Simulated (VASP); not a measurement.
Wanted: the native input for a VASP 6.6.1 run.

| Quantity | Value |
| --- | --- |
| Task | single point |
| Functional | LDA |
| Potentials or basis | VASP PAW LDA potentials, release 64 (Mo_sv, S) |
| Cutoff | 520 eV |
| k mesh | 10 × 10 × 2 |
| Occupations | fermi-dirac, width 0.05 eV |
| Spin | no spin polarisation |
| Dipole correction | no |
| Further INCAR settings | ALGO = Normal; EDIFF = 1e-06; NBANDS = 20 |

The structure of MoS2 lies in POSCAR:

```
MoS2
1.0
    3.2052136244      0.0000000000      0.0000000000
   -1.6026068122      2.7757964233      0.0000000000
    0.0000000000      0.0000000000     17.4494019708
Mo S
1 2
Direct
    0.0000000000      0.0000000000      0.0000000000
    0.3333333333      0.6666666667      0.9105070200
    0.3333333333      0.6666666667      0.0894929800
```

One way to write it, as run:

INCAR

```
  ALGO = Normal
  EDIFF = 1E-6
  ENCUT = 520
  GGA = CA
  ISIF = 2
  ISMEAR = -1
  LASPH = T
  LCHARG = F
  LREAL = F
  LWAVE = F
  NBANDS = 20
  NELM = 100
  PREC = Accurate
  SIGMA = 0.05
```

KPOINTS

```
k-points
0
Gamma
  10 10 2
```

Potentials or basis: VASP PAW LDA potentials, release 64 (Mo_sv, S).

Command:

```sh
$ cat potpaw_LDA.64/Mo_sv/POTCAR potpaw_LDA.64/S/POTCAR > POTCAR
$ mpirun -np 1 vasp_std > vasp.out
```

Results of the run:

```
Largest force          : 0.687 eV/Å
Band gap on the k mesh : 1.69 eV (least direct gap 1.88 eV)
```

It took 2.6 min on 1 thread of Intel Xeon 8259CL (shared host), peak memory 0.26 GiB.
